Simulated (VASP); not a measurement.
Wanted: the native input for a VASP 6.6.1 run.

```yaml
Task: single point
Functional: PBE
Potentials_or_basis: VASP PAW PBE potentials, release 64 (Ba_sv, S)
Cutoff: 520 eV
k_mesh: 7 × 7 × 7
Occupations: fermi-dirac, width 0.05 eV
Spin: no spin polarisation
Dipole_correction: no
Further_INCAR_settings: ALGO = Normal; EDIFF = 1e-06; NBANDS = 15
```

The structure of BaS lies in POSCAR:

```
BaS
1.0
    0.0000000000      3.1505859250      3.1505859250
    3.1505859250      0.0000000000      3.1505859250
    3.1505859250      3.1505859250      0.0000000000
Ba S
1 1
Direct
    0.0000000000      0.0000000000      0.0000000000
    0.5000000000      0.5000000000      0.5000000000
```

The input as run:

INCAR

```
SYSTEM = BaS
ALGO = Normal ; EDIFF = 1E-6
ENCUT = 520 ; GGA = PE
ISIF = 2 ; ISMEAR = -1
LASPH = .True. ; LCHARG = .False.
LREAL = .False. ; LWAVE = .False.
NBANDS = 15 ; NELM = 60
PREC = Accurate ; SIGMA = 0.05
```

KPOINTS

```
k-points
0
Gamma
  7 7 7
  0 0 0
```

Potentials or basis: VASP PAW PBE potentials, release 64 (Ba_sv, S).

Launch:

```bash
$ cat potpaw_PBE.64/Ba_sv/POTCAR potpaw_PBE.64/S/POTCAR > POTCAR
$ mpirun -np 1 vasp_std > vasp.out
```

It gave:

```yaml
Pressure: 3.6 GPa
Band_gap_on_the_k_mesh: 2.09 eV, indirect (least direct gap 2.22 eV)
```

Caveat: spin-orbit coupling is left out, which moves the levels of the heavy elements.

It took 35 s on 1 thread of Intel Xeon 8259CL, with other jobs on the host, peak memory 0.2 GiB.
